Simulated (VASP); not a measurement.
# Mg2Si3N (P-3m1) in VASP: further runs

Mg2Si3N is run at these levels: PBE; tasks: single point.

Everything below comes from runs of VASP 6.6.1. Logs are shortened: lines on timing, memory, paths and dates and some standing lists are left out, and cuts for length are marked.

## Step 1: The cell of the first run

It takes space group P-3m1 (No. 164, trigonal). Conventional cell: a = 3.185 Å, b = 3.185 Å, c = 10.105 Å, α = 90.00°, β = 90.00°, γ = 120.00°. Mg (site symmetry 3m) has 3 N at 2.11 Å and 3 Mg at 2.77 Å within 2.8 Å. Within 3.3 Å of Si (site symmetry 3m) lie 9 Si at 2.48 to 3.19 Å and 3 Mg at 2.99 Å. Within 3.3 Å of Si (site symmetry -3m) lie 12 Si at 2.48 to 3.19 Å. Within 2.8 Å of N (site symmetry -3m) lie 6 Mg at 2.11 Å.

## Step 2: Single point, PBE (14.80 Å³/atom)

File INCAR:

```
SYSTEM = Mg2Si3N
  ALGO = Normal
  EDIFF = 1E-6
  ENCUT = 600
  GGA = PE
  GGA_COMPAT = .FALSE.
  ISIF = 2
  ISMEAR = 0
  LASPH = .TRUE.
  LCHARG = .FALSE.
  LREAL = .FALSE.
  LWAVE = .FALSE.
  NBANDS = 20
  NELM = 120
  PREC = Accurate
  SIGMA = 0.1
```

File KPOINTS:

```
k-points
0
G
  12 12 4
  0 0 0
```

File POSCAR:

```
Mg2Si3N
1.0
    3.1854943604      0.0000000000      0.0000000000
   -1.5927471802      2.7587190398      0.0000000000
    0.0000000000      0.0000000000     10.1050522202
Mg Si N
2 3 1
Direct
    0.6666666667      0.3333333333      0.8976325923
    0.3333333333      0.6666666667      0.1023674077
    0.3333333333      0.6666666667      0.6643107313
    0.0000000000      0.0000000000      0.5000000000
    0.6666666667      0.3333333333      0.3356892687
    0.0000000000      0.0000000000      0.0000000000
```

Potentials or basis: VASP PAW PBE potentials, release 64 (Mg, Si, N).

Started as:

```
> cat potpaw_PBE.64/Mg/POTCAR potpaw_PBE.64/Si/POTCAR potpaw_PBE.64/N/POTCAR > POTCAR
> mpirun -np 1 vasp_std > vasp.out
```

OUTCAR:

```text
SYSTEM = Mg2Si3N
   EDIFF = 1E-6
   ENCUT = 600
   GGA = PE
   ISIF = 2
   ISMEAR = 0
   LASPH = .TRUE.
   LREAL = .FALSE.
   NELM = 120
   PREC = Accurate

 ion  position               nearest neighbor table
   1  0.667  0.333  0.898-   6 2.11   6 2.11   6 2.11   2 2.77   2 2.77   2 2.77   3 2.99   3 2.99
                             3 2.99
   2  0.333  0.667  0.102-   6 2.11   6 2.11   6 2.11   1 2.77   1 2.77   1 2.77   5 2.99   5 2.99
                             5 2.99
   3  0.333  0.667  0.664-   4 2.48   4 2.48   4 2.48   1 2.99   1 2.99   1 2.99
   4  0.000  0.000  0.500-   3 2.48   5 2.48   5 2.48   3 2.48   5 2.48   3 2.48
   5  0.667  0.333  0.336-   4 2.48   4 2.48   4 2.48   2 2.99   2 2.99   2 2.99
   6  0.000  0.000  0.000-   1 2.11   2 2.11   1 2.11   2 2.11   1 2.11   2 2.11

  LATTYP: Found a hexagonal cell.
 ALAT       =     3.1854943604
 C/A-ratio  =     3.1722084791

  Lattice vectors:

 A1 = (   3.1854943604,   0.0000000000,   0.0000000000)
 A2 = (  -1.5927471802,   2.7587190398,   0.0000000000)
 A3 = (   0.0000000000,   0.0000000000,  10.1050522202)

Analysis of symmetry for initial positions (statically):
=====================================================================
 Subroutine PRICEL returns:
 Original cell was already a primitive cell.

 Routine SETGRP: Setting up the symmetry group for a
 hexagonal supercell.

 Subroutine GETGRP returns: Found 12 space group operations
 (whereof 12 operations were pure point group operations)
 out of a pool of 24 trial point group operations.

The static configuration has the point symmetry D_3d.

Analysis of symmetry for dynamics (positions and initial velocities):
=====================================================================
 Subroutine PRICEL returns:
 Original cell was already a primitive cell.

 Routine SETGRP: Setting up the symmetry group for a
 hexagonal supercell.

 Subroutine GETGRP returns: Found 12 space group operations
 (whereof 12 operations were pure point group operations)
 out of a pool of 24 trial point group operations.

The dynamic configuration has the point symmetry D_3d.

 Subroutine INISYM returns: Found 12 space group operations
 (whereof 12 operations are pure point group operations),
 and found     1 'primitive' translations

----------------------------------------------------------------------------------------

                                     Primitive cell

  volume of cell :      88.8020

  direct lattice vectors                    reciprocal lattice vectors
     3.185494360  0.000000000  0.000000000     0.313923017  0.181243538  0.000000000
    -1.592747180  2.758719040  0.000000000     0.000000000  0.362487077  0.000000000
     0.000000000  0.000000000 10.105052220     0.000000000  0.000000000  0.098960399

  length of vectors
     3.185494360  3.185494360 10.105052220     0.362487077  0.362487077  0.098960399

  position of ions in fractional coordinates (direct lattice)
     0.666666667  0.333333333  0.897632592
     0.333333333  0.666666667  0.102367408
     0.333333333  0.666666667  0.664310731
     0.000000000  0.000000000  0.500000000
     0.666666667  0.333333333  0.335689269
     0.000000000  0.000000000  0.000000000

  ion indices of the primitive-cell ions
   primitive index   ion index
                 1           1
                 2           2
                 3           3
                 4           4
                 5           5
                 6           6

----------------------------------------------------------------------------------------

 KPOINTS: k-points

Automatic generation of k-mesh.
 Grid dimensions read from file:
 generate k-points for:   12   12    4

 Generating k-lattice:

  Cartesian coordinates                     Fractional coordinates (reciprocal lattice)
     0.026160251  0.015103628  0.000000000     0.083333333 -0.000000000  0.000000000
     0.000000000  0.030207256  0.000000000     0.000000000  0.083333333  0.000000000
     0.000000000  0.000000000  0.024740100     0.000000000  0.000000000  0.250000000

  Length of vectors
     0.030207256  0.030207256  0.024740100

  Shift w.r.t. Gamma in fractional coordinates (k-lattice)
     0.000000000  0.000000000  0.000000000

 Subroutine IBZKPT returns following result:
 ===========================================

 Found     69 irreducible k-points:

 Following reciprocal coordinates:
            Coordinates               Weight
  0.000000  0.000000  0.000000      1.000000
  0.083333 -0.000000  0.000000      6.000000
  0.166667  0.000000  0.000000      6.000000
  0.250000  0.000000  0.000000      6.000000
  0.333333  0.000000  0.000000      6.000000
  0.416667  0.000000  0.000000      6.000000
[... 16 lines left out ...]
  0.166667  0.000000  0.250000      6.000000
  0.000000  0.166667  0.250000      6.000000
 [... further k-points ...]
   k-points           NKPTS =     69   k-points in BZ     NKDIM =     69   number of bands    NBANDS=     20
   number of dos      NEDOS =    301   number of ions     NIONS =      6
   total plane-waves  NPLWV =  65856
   dimension x,y,z NGX =    28 NGY =   28 NGZ =   84
   dimension x,y,z NGXF=    56 NGYF=   56 NGZF=  168
   ions per type =               2   3   1
   NGX,Y,Z   is equivalent  to a cutoff of  14.61, 14.61, 13.82 a.u.
   NGXF,Y,Z  is equivalent  to a cutoff of  29.23, 29.23, 27.64 a.u.
 SYSTEM =  Mg2Si3N
   PREC   = accura    normal or accurate (medium, high low for compatibility)
   ISTART =      0    job   : 0-new  1-cont  2-samecut
   ICHARG =      2    charge: 1-file 2-atom 10-const
   ISPIN  =      1    spin polarized calculation?
   LNONCOLLINEAR =      F non collinear calculations
   LSORBIT =      F    spin-orbit coupling
   LASPH  =      T    aspherical Exc in radial PAW
   ENCUT  =  600.0 eV  44.10 Ry    6.64 a.u.   6.36  6.36 20.18*2*pi/ulx,y,z
   NELM   =    120;   NELMIN=  2; NELMDL= -5     # of ELM steps
   EDIFF  = 0.1E-05   stopping-criterion for ELM
   LREAL  =      F    real-space projection
   EDIFFG = 0.1E-04   stopping-criterion for IOM
   NSW    =      0    number of steps for IOM
   IBRION =     -1    ionic relax: 0-MD 1-quasi-New 2-CG
   NFREE  =      0    steps in history (QN), initial steepest desc. (CG)
   ISIF   =      2    stress and relaxation
   ISYM   =      2    0-nonsym 1-usesym 2-fastsym
   POTIM  = 0.5000    time-step for ionic-motion
   TEBEG  =    0.0;   TEEND  =   0.0 temperature during run
   PSTRESS=    0.0 pullay stress
   NELECT =      21.0000    total number of electrons
   NUPDOWN=      -1.0000    fix difference up-down
   EMIN   =  10.00;   EMAX   =-10.00  energy-range for DOS
   EFERMI =   0.00;   METHOD = LEGACY
   ISMEAR =     0;   SIGMA  =   0.10  broadening in eV -4-tet -1-fermi 0-gaus
   EFERMI_NEDOS =   21; number of points for ismear=-14 and -15
   IALGO  =     38    algorithm
   IMIX   =      4    mixing-type and parameters
     AMIX     =   0.40;   BMIX     =  1.00
     AMIX_MAG =   1.60;   BMIX_MAG =  1.00
  volume/ion in A,a.u.               =      14.80        99.88
  Fermi-wavevector in a.u.,A,eV,Ry     =   1.012372  1.913106 13.944583  1.024898
  Thomas-Fermi vector in A             =   2.145478
   LORBIT       =      0    0 simple, 1 ext, 2 COOP (PROOUT), +10 PAW based schemes
   GGA     = PE    functional components
   LHFCALC =     F    Hartree Fock is set to
   AEXX    =    0.0000 exact exchange contribution
   IVDW    =     0    specifies the selected vdW correction
   LEPSILON=     F    determine dielectric tensor
   LRPA    =     F    only Hartree local field effects (RPA)
 non-spin polarized calculation
 Gauss-broadening in eV      SIGMA  =   0.10
  energy-cutoff  :      600.00
  volume of cell :       88.80
 maximum number of plane-waves:      2988
 NGX is ok and might be reduce to    28
   NGX = 13   NGY = 13   NGZ = 41

 number of electron      21.0000000 magnetization

 Free energy of the ion-electron system (eV)
  ---------------------------------------------------
  ext. energy  EPLUGINS =         0.00000000
  ---------------------------------------------------
  free energy    TOTEN  =       -28.19945769 eV

  energy without entropy =      -28.18813741  energy(sigma->0) =      -28.19379755

 E-fermi :   5.9988     XC(G=0): -10.2572

 val. band max:        5.9841505198   @ k =  -0.1667   0.5000   0.2500
 cond. band min:       6.0061563095   @ k =   0.2500   0.0000   0.5000
 fundamental gap:      0.0220057897
 Fermi energy:         5.9987997743

 k-point     1 :       0.0000    0.0000    0.0000
  band No.  band energies     occupation
      1      -7.4843      2.00000
      2      -6.8963      2.00000
      3      -4.1700      2.00000
      4      -0.2987      2.00000
      5       1.2807      2.00000
      6       4.9636      2.00000
[... 12 lines left out ...]
     19      14.1924      0.00000
     20      14.1926      0.00000

 k-point     2 :       0.0833   -0.0000    0.0000
  band No.  band energies     occupation
      1      -7.4132      2.00000
      2      -6.7709      2.00000
      3      -4.0434      2.00000
      4      -0.1822      2.00000
      5       1.3939      2.00000
      6       5.0236      2.00000
[... 12 lines left out ...]
     19      14.4363      0.00000
     20      14.6583      0.00000

 k-point     3 :       0.1667    0.0000    0.0000
  band No.  band energies     occupation
      1      -7.2134      2.00000
      2      -6.3925      2.00000
      3      -3.6654      2.00000
      4       0.1609      2.00000
      5       1.7264      2.00000
      6       4.5357      2.00000
[... 12 lines left out ...]
     19      13.4325      0.00000
     20      14.9577      0.00000

 k-point     4 :       0.2500    0.0000    0.0000
  band No.  band energies     occupation
      1      -6.9223      2.00000
      2      -5.7589      2.00000
      3      -3.0436      2.00000
      4       0.6956      2.00000
      5       2.2438      2.00000
      6       3.4504      2.00000
[... 429 lines left out ...]
 k-point    23 :       0.1667    0.0000    0.2500
  band No.  band energies     occupation
      1      -7.2081      2.00000
      2      -6.4052      2.00000
      3      -3.6316      2.00000
      4      -0.0777      2.00000
      5       2.2267      2.00000
      6       4.3145      2.00000
[... 12 lines left out ...]
     19      13.8857      0.00000
     20      15.1759      0.00000

 k-point    24 :       0.0000    0.1667    0.2500
  band No.  band energies     occupation
      1      -7.2081      2.00000
      2      -6.4051      2.00000
      3      -3.6316      2.00000
      4      -0.0782      2.00000
      5       2.2318      2.00000
      6       4.2820      2.00000
[... 12 lines left out ...]
     19      14.2409      0.00000
     20      14.8764      0.00000

 [... further k-points ...]

------------------------ aborting loop because EDIFF is reached ----------------------------------------

  FORCE on cell =-STRESS in cart. coord.  units (eV):
  Direction    XX          YY          ZZ          XY          YZ          ZX
  --------------------------------------------------------------------------------------
  -------------------------------------------------------------------------------------
  Total        1.2888725      1.2888725      1.1662966      0.0000000      0.0000000     -0.0000000
  in kB       23.2539998     23.2539998     21.0424707      0.0000000      0.0000000     -0.0000000
  external PRESSURE =      22.5168234 kB  Pullay stress =       0.0000000 kB

 VOLUME and BASIS-vectors are now :
 -----------------------------------------------------------------------------
  energy-cutoff  :      600.00
  volume of cell :       88.80
      direct lattice vectors                 reciprocal lattice vectors
     3.185494360  0.000000000  0.000000000     0.313923017  0.181243538  0.000000000
    -1.592747180  2.758719040  0.000000000     0.000000000  0.362487077  0.000000000
     0.000000000  0.000000000 10.105052220     0.000000000  0.000000000  0.098960399

 POSITION                                       TOTAL-FORCE (eV/Angst)
 -----------------------------------------------------------------------------------
      1.59275      0.91957      9.07062         0.000000      0.000000      0.037095
     -0.00000      1.83915      1.03443         0.000000      0.000000     -0.037095
     -0.00000      1.83915      6.71289        -0.000000     -0.000000      0.006423
      0.00000      0.00000      5.05253         0.000000      0.000000     -0.000000
      1.59275      0.91957      3.39216         0.000000      0.000000     -0.006423
      0.00000      0.00000      0.00000         0.000000      0.000000     -0.000000
 -----------------------------------------------------------------------------------
    total drift:                                0.000000      0.000000     -0.000000

  FREE ENERGIE OF THE ION-ELECTRON SYSTEM (eV)
  ---------------------------------------------------
  free  energy   TOTEN  =       -28.1994576901 eV

  energy  without entropy=      -28.1881374148  energy(sigma->0) =      -28.19379755
```

Run time: 5.2 min. Hardware: 1 thread of Intel Xeon 8259CL, shared host; peak memory 0.34 GiB.

What came out:

- Free energy: -28.1995 eV
- Pressure: 2.3 GPa
- Largest force: 0.037 eV/Å
- Band gap on the k mesh: zero (an odd number of electrons rules out a gap without spin polarisation)

Forces on the atoms (eV/Å):
```
Mg   0.000  0.000  0.037
Mg   0.000  0.000 -0.037
Si   0.000  0.000  0.006
Si   0.000  0.000  0.000
Si   0.000  0.000 -0.006
N    0.000  0.000  0.000
```

Stress tensor (GPa, compression positive):
```
2.33 0.00 0.00
0.00 2.33 0.00
0.00 0.00 2.10
```

## Step 3: Single point, PBE

This run uses another cell than the first one, of 15.26 Å³/atom.

File INCAR:

```
SYSTEM = Mg2Si3N
PREC = Accurate
ENCUT = 600
EDIFF = 1E-6
ISMEAR = 0
SIGMA = 0.1
LREAL = .FALSE.
LASPH = .TRUE.
NELM = 120
ALGO = Normal
ISIF = 2
LWAVE = .FALSE.
LCHARG = .TRUE.
GGA = PE
LELF = .TRUE.
LVHAR = .TRUE.
NBANDS = 20
GGA_COMPAT = .FALSE.
```

File KPOINTS:

```
regular mesh
0
G
  12 12 4
  0 0 0
```

File POSCAR:

```
Mg2Si3N
1.0
    3.2179470911      0.0000000000      0.0000000000
   -1.6089735456      2.7868239289      0.0000000000
    0.0000000000      0.0000000000     10.2085182739
Mg Si N
2 3 1
Direct
    0.6666666667      0.3333333333      0.8984804282
    0.3333333333      0.6666666667      0.1015195718
    0.3333333333      0.6666666667      0.6625515665
    0.0000000000      0.0000000000      0.5000000000
    0.6666666667      0.3333333333      0.3374484335
    0.0000000000      0.0000000000      0.0000000000
```

Potentials or basis: VASP PAW PBE potentials, release 64 (Mg, Si, N).

Started as:

```
> cat potpaw_PBE.64/Mg/POTCAR potpaw_PBE.64/Si/POTCAR potpaw_PBE.64/N/POTCAR > POTCAR
> mpirun -np 1 vasp_std > vasp.out
```

It took 5.3 min on 1 thread of Intel Xeon 8259CL, shared host; peak memory 0.34 GiB.

Results (log left out):

| Item | Value |
| --- | --- |
| Free energy | -28.2181 eV |
| Pressure | -0.2 GPa |
| Largest force | 0.040 eV/Å |
| Band gap on the k mesh | zero (an odd number of electrons rules out a gap without spin polarisation) |

Forces on the atoms (eV/Å):
```
Mg   0.000  0.000  0.040
Mg   0.000  0.000 -0.040
Si   0.000  0.000  0.003
Si   0.000  0.000  0.000
Si   0.000  0.000 -0.003
N    0.000  0.000  0.000
```

Stress tensor (GPa, compression positive):
```
-0.12  0.00  0.00
 0.00 -0.12  0.00
 0.00  0.00 -0.42
```

Levels at points of the mesh, in eV from the Fermi level:
```tsv
k point	band 8	band 9	band 10	band 11	band 12	band 13	band 14	band 15
(0.00, 0.00, 0.00)	-0.20	1.43	2.98	2.98	4.05	4.05	6.09	6.43
(0.50, 0.00, 0.00)	-1.75	-1.37	-1.00	-0.22	0.50	2.31	2.41	3.04
(0.00, 0.00, 0.50)	-0.20	2.98	2.98	3.41	3.83	4.05	4.05	6.58
(0.50, 0.00, 0.50)	-2.38	-1.00	-0.38	-0.23	0.96	1.54	2.42	3.32
```

(Part 1 of 2 ends here.)
